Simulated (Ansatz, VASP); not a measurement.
## One calculation of BiC2, two programs

File INCAR:

```
SYSTEM = BiC2
PREC = Accurate
ENCUT = 600
EDIFF = 1E-6
ISMEAR = 0
SIGMA = 0.1
LREAL = .False.
LASPH = .True.
NELM = 100
ALGO = Normal
ISIF = 3
LWAVE = .False.
LCHARG = .False.
GGA = PE
IBRION = 2
NSW = 100
EDIFFG = -0.01
```

File KPOINTS:

```
regular mesh
0
Gamma
  18 18 6
  0 0 0
```

The input POSCAR:

```
BiC2
1.0
    2.7785168967      0.0000000000      0.0000000000
   -1.3892584483      2.4062662174      0.0000000000
    0.0000000000      0.0000000000      7.3872593000
Bi C
1 2
Direct
    0.0000000000      0.0000000000      0.0000000000
    0.3333333333      0.6666666667      0.5000000000
    0.6666666667      0.3333333333      0.5000000000
```

Input for Ansatz:

```yaml
crystal:
  lattice:
    - [2.7785168967, 0.0, 0.0]
    - [-1.3892584483, 2.4062662174, 0.0]
    - [0.0, 0.0, 7.3872593]
  atoms:
    - { symbol: Bi, position: [0.0, 0.0, 0.0] }
    - { symbol: C, position: [0.3333333333, 0.6666666667, 0.5] }
    - { symbol: C, position: [0.6666666667, 0.3333333333, 0.5] }
basis:
  ecutwfc: 420
kpoints:
  mp_grid: { grid: [18, 18, 6] }
hamiltonian:
  xc: pbe
scf:
  occupations: { method: gaussian, width: 0.1 }
output:
  forces: true
  stress: true
  eigenvalues: true
relax:
  adjacent_minimum: "off"
  f_tol: 0.01
  max_steps: 80
  cell: { stress_tol: 0.05 }
```

Alike in both runs: task relaxation of cell and atoms; functional PBE; k mesh 18 × 18 × 6; occupations gaussian, width 0.1 eV; no spin polarisation.

|  | VASP | Ansatz |
| --- | --- | --- |
| version | VASP 6.6.1 | Ansatz 0.2.0 |
| potentials or method | VASP PAW PBE potentials, release 64 (Bi_d, C), cutoff 600 eV | scalar-relativistic, plane waves, PAW |
| valence electrons in the cell | 23 | 23 |

VASP gave:

* gap on the k mesh at the Fermi level, each at its own relaxed structure (eV): none
* relaxed volume (Å³/atom): 19.37
* relaxed length of the cell vector where the two differ most in proportion (Å): 8.616

**Question.** Which values does Ansatz return?

**Answer.** gap on the k mesh at the Fermi level, each at its own relaxed structure (eV): none; relaxed volume (Å³/atom): 19.90; relaxed length of the cell vector where the two differ most in proportion (Å): 8.849.

A gap of «none» marks a metal or a gap that the smearing closes.

Spin-orbit coupling is off throughout. Noted on VASP's run: the volume moved by over 15 % at a fixed basis, so the end points are rough.
